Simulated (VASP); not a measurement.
# Tl (Fmmm) in VASP: single point with PBEsol

Aim: the single point of Tl with PBEsol.

Program: VASP 6.6.1. These are calculated values, not measurements. Logs are shortened: lines on timing, memory, paths and dates and some standing lists are left out, and cuts for length are marked.

## Step 1: The cell of the first run

The structure is orthorhombic, space group Fmmm (No. 69). Conventional cell: a = 3.561 Å, b = 5.516 Å, c = 11.969 Å, α = 90.00°, β = 90.00°, γ = 90.00°. Tl (site symmetry mm2) has 11 Tl at 3.15 to 3.96 Å within 4.1 Å.

## Step 2: Single point, PBEsol

Contents of INCAR:

```
SYSTEM = Tl
ALGO = Fast
EDIFF = 1E-7
ENCUT = 520
GGA = PS
ISIF = 2
ISMEAR = 0
LASPH = .True.
LCHARG = .False.
LREAL = .False.
LWAVE = .False.
NBANDS = 20
NELM = 100
PREC = Accurate
SIGMA = 0.1
```

Contents of KPOINTS:

```
k-points
0
Gamma
  18 18 18
  0 0 0
```

Contents of POSCAR:

```
Tl
1.0
    0.0000000000      2.7577903371      5.9844392757
    1.7806169867      0.0000000000      5.9844392757
    1.7806169867      2.7577903371      0.0000000000
Tl
2
Direct
    0.8685107806      0.8685107806      0.1314892194
    0.1314892194      0.1314892194      0.8685107806
```

Potentials or basis: VASP PAW PBE potentials, release 64 (Tl_d).

On the command line:

```
$ cat potpaw_PBE.64/Tl_d/POTCAR > POTCAR
$ mpirun -np 1 vasp_std > vasp.out
```

OUTCAR:

```text
SYSTEM = Tl
   EDIFF = 1E-7
   ENCUT = 520
   GGA = PS
   ISIF = 2
   ISMEAR = 0
   LASPH = .True.
   LREAL = .False.
   NELM = 100
   PREC = Accurate

 ion  position               nearest neighbor table
   1  0.869  0.869  0.131-   2 3.15   2 3.35   2 3.35   2 3.96   2 3.96
   2  0.131  0.131  0.869-   1 3.15   1 3.35   1 3.35   1 3.96   1 3.96

  LATTYP: Found a face centered orthorhombic cell.
 ALAT       =     3.5612339734
 B/A-ratio  =     1.5487835720
 C/A-ratio  =     3.3608795830

  Lattice vectors:

 A1 = (   0.0000000000,   2.7577903371,   5.9844392757)
 A2 = (   1.7806169867,   0.0000000000,   5.9844392757)
 A3 = (   1.7806169867,   2.7577903371,   0.0000000000)

Analysis of symmetry for initial positions (statically):
=====================================================================
 Subroutine PRICEL returns:
 Original cell was already a primitive cell.

 Routine SETGRP: Setting up the symmetry group for a
 face centered orthorhombic supercell.

 Subroutine GETGRP returns: Found  8 space group operations
 (whereof  8 operations were pure point group operations)
 out of a pool of  8 trial point group operations.

The static configuration has the point symmetry D_2h.

Analysis of symmetry for dynamics (positions and initial velocities):
=====================================================================
 Subroutine PRICEL returns:
 Original cell was already a primitive cell.

 Routine SETGRP: Setting up the symmetry group for a
 face centered orthorhombic supercell.

 Subroutine GETGRP returns: Found  8 space group operations
 (whereof  8 operations were pure point group operations)
 out of a pool of  8 trial point group operations.

The dynamic configuration has the point symmetry D_2h.

 Subroutine INISYM returns: Found  8 space group operations
 (whereof  8 operations are pure point group operations),
 and found     1 'primitive' translations

----------------------------------------------------------------------------------------

                                     Primitive cell

  volume of cell :      58.7740

  direct lattice vectors                    reciprocal lattice vectors
     0.000000000  2.757790337  5.984439276    -0.280801544  0.181304573  0.083550016
     1.780616987  0.000000000  5.984439276     0.280801544 -0.181304573  0.083550016
     1.780616987  2.757790337  0.000000000     0.280801544  0.181304573 -0.083550016

  length of vectors
     6.589303528  6.243725674  3.282682500     0.344530784  0.344530784  0.344530784

[... 79 lines left out ...]
   NELM   =    100;   NELMIN=  2; NELMDL= -5     # of ELM steps
   EDIFF  = 0.1E-06   stopping-criterion for ELM
   LREAL  =      F    real-space projection
   EDIFFG = 0.1E-05   stopping-criterion for IOM
   NSW    =      0    number of steps for IOM
   IBRION =     -1    ionic relax: 0-MD 1-quasi-New 2-CG
   NFREE  =      0    steps in history (QN), initial steepest desc. (CG)
   ISIF   =      2    stress and relaxation
   ISYM   =      2    0-nonsym 1-usesym 2-fastsym
   POTIM  = 0.5000    time-step for ionic-motion
   TEBEG  =    0.0;   TEEND  =   0.0 temperature during run
   PSTRESS=    0.0 pullay stress
   NELECT =      26.0000    total number of electrons
   NUPDOWN=      -1.0000    fix difference up-down
   EMIN   =  10.00;   EMAX   =-10.00  energy-range for DOS
   EFERMI =   0.00;   METHOD = LEGACY
   ISMEAR =     0;   SIGMA  =   0.10  broadening in eV -4-tet -1-fermi 0-gaus
   EFERMI_NEDOS =   21; number of points for ismear=-14 and -15
   IALGO  =     68    algorithm
   IMIX   =      4    mixing-type and parameters
     AMIX     =   0.40;   BMIX     =  1.00
     AMIX_MAG =   1.60;   BMIX_MAG =  1.00
  volume/ion in A,a.u.               =      29.39       198.31
  Fermi-wavevector in a.u.,A,eV,Ry     =   1.247396  2.357236 21.170608  1.555996
  Thomas-Fermi vector in A             =   2.381530
   LORBIT       =      0    0 simple, 1 ext, 2 COOP (PROOUT), +10 PAW based schemes
   GGA     = PS    functional components
   LHFCALC =     F    Hartree Fock is set to
   AEXX    =    0.0000 exact exchange contribution
   IVDW    =     0    specifies the selected vdW correction
   LEPSILON=     F    determine dielectric tensor
   LRPA    =     F    only Hartree local field effects (RPA)
 non-spin polarized calculation
 RMM-DIIS sequential band-by-band and
 Gauss-broadening in eV      SIGMA  =   0.10
  energy-cutoff  :      520.00
  volume of cell :       58.77
 maximum number of plane-waves:      1618
 NGX is ok and might be reduce to    50
   NGX = 25   NGY = 23   NGZ = 13

 number of electron      26.0000002 magnetization

 Free energy of the ion-electron system (eV)
  ---------------------------------------------------
  ext. energy  EPLUGINS =         0.00000000
  ---------------------------------------------------
  free energy    TOTEN  =        -5.16638633 eV

  energy without entropy =       -5.16182588  energy(sigma->0) =       -5.16410611

 E-fermi :   6.1310     XC(G=0): -10.1990

 val. band max:        6.1304655340   @ k =  -0.3333   0.1667   0.5000
 cond. band min:       6.1318794249   @ k =  -0.2222   0.2222   0.2778
 fundamental gap:      0.0014138909
 Fermi energy:         6.1310024071

 k-point     1 :       0.0000    0.0000    0.0000
  band No.  band energies     occupation
      1      -5.8017      2.00000
      2      -5.6104      2.00000
      3      -5.5731      2.00000
      4      -5.5647      2.00000
      5      -5.2624      2.00000
      6      -5.2392      2.00000
[... 541 lines left out ...]
     19      16.5811      0.00000
     20      17.0884      0.00000

 [... further k-points ...]

------------------------ aborting loop because EDIFF is reached ----------------------------------------

  FORCE on cell =-STRESS in cart. coord.  units (eV):
  Direction    XX          YY          ZZ          XY          YZ          ZX
  --------------------------------------------------------------------------------------
  -------------------------------------------------------------------------------------
  Total       -0.0327208     -0.0249658     -0.0290277     -0.0000000      0.0000000      0.0000000
  in kB       -0.8919679     -0.6805679     -0.7912936     -0.0000000      0.0000000      0.0000000
  external PRESSURE =      -0.7879431 kB  Pullay stress =       0.0000000 kB

 VOLUME and BASIS-vectors are now :
 -----------------------------------------------------------------------------
  energy-cutoff  :      520.00
  volume of cell :       58.77
      direct lattice vectors                 reciprocal lattice vectors
     0.000000000  2.757790337  5.984439276    -0.280801544  0.181304573  0.083550016
     1.780616987  0.000000000  5.984439276     0.280801544 -0.181304573  0.083550016
     1.780616987  2.757790337  0.000000000     0.280801544  0.181304573 -0.083550016

 POSITION                                       TOTAL-FORCE (eV/Angst)
 -----------------------------------------------------------------------------------
      1.78062      2.75779     10.39510         0.000000      0.000000     -0.000089
      1.78062      2.75779      1.57378         0.000000     -0.000000      0.000089
 -----------------------------------------------------------------------------------
    total drift:                                0.000000     -0.000000      0.000000

  FREE ENERGIE OF THE ION-ELECTRON SYSTEM (eV)
  ---------------------------------------------------
  free  energy   TOTEN  =        -5.1663863346 eV

  energy  without entropy=       -5.1618258801  energy(sigma->0) =       -5.16410611
```

OSZICAR:

```text
N       E                     dE             d eps       ncg     rms          rms(c)
DAV:   1     0.127606314570E+03    0.12761E+03   -0.14095E+04 34688   0.122E+03
DAV:   2    -0.275653999966E+01   -0.13036E+03   -0.12784E+03 37980   0.273E+02
DAV:   3    -0.522508200143E+01   -0.24685E+01   -0.24576E+01 39736   0.329E+01
DAV:   4    -0.524125261490E+01   -0.16171E-01   -0.16169E-01 36908   0.283E+00
DAV:   5    -0.524149433631E+01   -0.24172E-03   -0.24172E-03 38872   0.341E-01    0.314E+00
RMM:   6    -0.517757107700E+01    0.63923E-01   -0.10357E-01 34685   0.215E+00    0.215E+00
RMM:   7    -0.516749497116E+01    0.10076E-01   -0.54617E-02 35277   0.168E+00    0.821E-01
RMM:   8    -0.516639707445E+01    0.10979E-02   -0.53631E-03 36240   0.488E-01    0.860E-02
RMM:   9    -0.516638480175E+01    0.12273E-04   -0.24431E-04 38686   0.125E-01    0.288E-02
RMM:  10    -0.516638598536E+01   -0.11836E-05   -0.41221E-05 38634   0.514E-02    0.348E-03
RMM:  11    -0.516638664827E+01   -0.66291E-06   -0.87628E-06 39436   0.209E-02    0.268E-03
RMM:  12    -0.516638651176E+01    0.13651E-06   -0.12890E-06 35511   0.756E-03    0.140E-03
RMM:  13    -0.516638633411E+01    0.17765E-06   -0.28940E-07 26562   0.334E-03    0.362E-04
RMM:  14    -0.516638633463E+01   -0.51887E-09   -0.64865E-08 21580   0.159E-03
   1 F= -.51663863E+01 E0= -.51641061E+01  d E =-.456045E-02
```

stdout:

```text
POSCAR found type information on POSCAR Tl
 POSCAR found :  1 types and       2 ions
 scaLAPACK will be used
 -----------------------------------------------------------------------------
|                                                                             |
|                                                                             |
|     You enforced a specific xc type in the INCAR file but a different       |
|     I HOPE YOU KNOW WHAT YOU ARE DOING!                                     |
|                                                                             |
 -----------------------------------------------------------------------------

 LDA part: xc-table for (Slater+PW92), standard interpolation
 POSCAR, INCAR and KPOINTS ok, starting setup
 FFT: planning ... GRIDC
 FFT: planning ... GRID_SOFT
 FFT: planning ... GRID
 WAVECAR not read
 entering main loop
```

Wall time 30 min (1 thread of Intel Xeon 8259CL, shared host); peak memory 0.88 GiB.

Results:

- Free energy: -5.1664 eV
- Pressure: -0.1 GPa
- Band gap on the k mesh: zero (bands 13 and 14 overlap by 4.88 eV)

Caveat: the PAW data sets were made with another functional, which shifts forces and pressure a little; spin-orbit coupling is left out, which moves the levels of the heavy elements.
